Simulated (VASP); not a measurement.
Write the native input for VASP 6.6.1 that does the following.

```yaml
Task: single point
Functional: PBEsol
Potentials_or_basis: VASP PAW PBE potentials, release 64 (Na_pv)
Cutoff: 520 eV
k_mesh: 2 × 2 × 2, shifted
Occupations: fermi-dirac, width 0.1551 eV
Spin: no spin polarisation
Dipole_correction: no
Further_INCAR_settings: LREAL = Auto; ALGO = Normal; EDIFF = 1e-07; NBANDS = 70
```

The structure of Na lies in POSCAR:

```
Na
1.0
   -7.6959310000      0.0000000000      5.3742510000
    7.6959310000      0.0000000000      5.3742510000
    0.0000000000      7.6959310000     -5.3742510000
Na
16
Direct
    0.1143246318     -0.0282470726      0.0063788254
    0.7527416139     -0.0322537298      0.1704921731
    0.4925947345      0.0843878522      0.4381046296
    0.3104215136      0.0071010966      0.7831121407
    0.7544885970      0.2293326412      0.0022887419
    0.6027717598      0.2372601667      0.2211879239
    0.2710798970      0.3030317167      0.5188157222
   -0.1106362630      0.1925579834      0.6572056064
    0.3791763632      0.4275711578     -0.0855900345
    0.2014865435      0.5371718557      0.2675869885
   -0.0217544946      0.5260644763      0.5632156785
    0.2001113952      0.7258835208      0.0033251338
    0.0886907043      0.8209564951      0.3691372753
    0.8488325932      0.6027689266      0.8821366772
    0.7093806529      0.7165019485      0.5170962422
    0.4569362198      0.7712181436      0.7758249132
```

This cell differs from its parent crystal: dynamics (npt langevin) at 1800 K, volume x 1.06, from the last frame before.

These files were run (other wordings do the same):

INCAR

```
PREC = Accurate
ENCUT = 520
EDIFF = 1E-7
ISMEAR = -1
SIGMA = 0.1551
LREAL = Auto
LASPH = True
NELM = 80
ALGO = Normal
ISIF = 2
LWAVE = False
LCHARG = False
GGA = PS
NBANDS = 70
```

KPOINTS

```
Automatic mesh
0
Gamma
  2 2 2
  0.5 0.5 0.5
```

Potentials or basis: VASP PAW PBE potentials, release 64 (Na_pv).

Launch:

```console
$ cat potpaw_PBE.64/Na_pv/POTCAR > POTCAR
$ mpirun -np 1 vasp_std > vasp.out
```

It gave:

The pressure is 0.5 GPa and the largest force is 1.188 eV/Å. The band gap on the k mesh is zero (bands 56 and 57 overlap by 0.42 eV).

Caveat: the k points lie up to 0.41 Å⁻¹ apart; the atoms stand as in a frame of molecular dynamics; the PAW data sets were made with another functional, which shifts forces and pressure a little.

Wall time 8.6 min on 1 thread of Intel Xeon 8259CL (shared host), peak memory 0.69 GiB.
